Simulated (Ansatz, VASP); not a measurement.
## BaH in VASP and in Ansatz

```xyz
2
Lattice="-2.1482 2.1482 2.1887 2.1482 -2.1482 2.1887 2.1482 2.1482 -2.1887" Properties=species:S:1:pos:R:3 pbc="T T T"
Ba    0.0000    0.0000    0.0000
H     0.0000    0.0000    2.1887
```

Alike in both runs: task relaxation of cell and atoms; functional PBE; k mesh 6 × 6 × 6; occupations gaussian, width 0.1 eV; no spin polarisation.

|  | VASP | Ansatz |
| --- | --- | --- |
| version | VASP 6.6.1 | Ansatz 0.2.0 |
| potentials or method | VASP PAW PBE potentials, release 64 (Ba_sv, H), cutoff 600 eV | scalar-relativistic, plane waves, PAW |
| valence electrons in the cell | 11 | 11 |

```csv
,VASP,Ansatz,Ansatz less VASP
"gap on the k mesh at the Fermi level, each at its own relaxed structure (eV)",none,none,-
relaxed volume (Å³/atom),24.65,24.18,-0.467
relaxed length of the cell vector where the two differ most in proportion (Å),4.114,4.082,-0.0325
```

A gap of «none» marks a metal or a gap that the smearing closes.

Neither program's run includes spin-orbit coupling. Noted on VASP's run: the volume moved by over 15 % at a fixed basis, so the end points are rough.
